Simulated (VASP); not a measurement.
Write the native input for VASP 6.6.1 that does the following.

```yaml
Task: single point
Functional: r2SCAN
Potentials_or_basis: VASP PAW PBE potentials, release 64 (Mo_sv, S)
Cutoff: 520 eV
k_mesh: 10 × 10 × 2
Occupations: fermi-dirac, width 0.05 eV
Spin: no spin polarisation
Dipole_correction: no
Further_INCAR_settings: ALGO = Normal; EDIFF = 1e-07; NBANDS = 20
```

Slab: MoS2, a slab with vacuum.

```xyz
3
Lattice="3.2260 0.0000 0.0000 -1.6130 2.7938 0.0000 0.0000 0.0000 17.5627" Properties=species:S:1:pos:R:3 pbc="T T T"
Mo    0.0000    0.0000    0.0000
S     0.0000    1.8625   15.9910
S     0.0000    1.8625    1.5717
```

The input as run:

POSCAR

```
MoS2
1.0
    3.2260272831      0.0000000000      0.0000000000
   -1.6130136416      2.7938215805      0.0000000000
    0.0000000000      0.0000000000     17.5627129508
Mo S
1 2
Direct
    0.0000000000      0.0000000000      0.0000000000
    0.3333333333      0.6666666667      0.9105070200
    0.3333333333      0.6666666667      0.0894929800
```

INCAR.step1

```
  PREC = Accurate
  ENCUT = 520
  ISMEAR = -1
  SIGMA = 0.05
  LREAL = False
  LASPH = True
  NELM = 80
  NBANDS = 20
  GGA = PE
  ALGO = Normal
  EDIFF = 1E-4
  LWAVE = True
  LCHARG = False
```

INCAR.step2

```
  PREC = Accurate
  ENCUT = 520
  EDIFF = 1E-7
  ISMEAR = -1
  SIGMA = 0.05
  LREAL = False
  LASPH = True
  NELM = 80
  ALGO = Normal
  ISIF = 2
  LWAVE = False
  LCHARG = False
  METAGGA = R2SCAN
  LMIXTAU = True
  NBANDS = 20
  ISTART = 1
```

KPOINTS

```
Automatic mesh
0
Gamma
  10 10 2
```

Potentials or basis: VASP PAW PBE potentials, release 64 (Mo_sv, S).

Launch:

```sh
$ cat potpaw_PBE.64/Mo_sv/POTCAR potpaw_PBE.64/S/POTCAR > POTCAR
$ cp INCAR.step1 INCAR
$ mpirun -np 1 vasp_std > vasp.out
$ cp INCAR.step2 INCAR
$ mpirun -np 1 vasp_std > vasp.out
```

It gave:

```yaml
Largest_force: 0.607 eV/Å
Band_gap_on_the_k_mesh: 1.72 eV, indirect (least direct gap 1.93 eV)
```

Caveat: the PAW data sets were made with another functional, which shifts forces and pressure a little.

Run time: 4.5 min on 1 thread of Intel(R) Xeon(R) Platinum 8488C (Sapphire Rapids), with other jobs on the host, peak memory 0.34 GiB.
